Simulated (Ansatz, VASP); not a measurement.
# BN: VASP beside Ansatz

```
B N
1.0
     2.55394    0.00000    0.00000
    -1.27697    2.21178    0.00000
     0.00000    0.00000    4.22685
B N
2 2
Direct
  0.76839 0.53679 0.10619
  0.33333 0.66667 0.49972
  0.66667 0.33333 0.62528
  0.33333 0.66667 0.12528
```

Alike in both runs: task single point; functional PBE; k mesh 12 × 12 × 6; occupations gaussian, width 0.05 eV; no spin polarisation.

|  | VASP | Ansatz |
| --- | --- | --- |
| version | VASP 6.6.1 | Ansatz 0.2.0 |
| potentials or method | VASP PAW PBE potentials, release 64 (B, N), cutoff 520 eV | scalar-relativistic, plane waves, PAW |
| valence electrons in the cell | 16 | 16 |

```csv
,VASP,Ansatz,Ansatz less VASP
gap on the k mesh at the Fermi level (eV),2.07,2.08,+0.007
least direct gap on the mesh (eV),3.72,3.73,+0.005
rms of the force components (eV/Å),3.081,3.087,+0.0056
```

Atom by atom the forces differ by 0.018 eV/Å (rms over components).
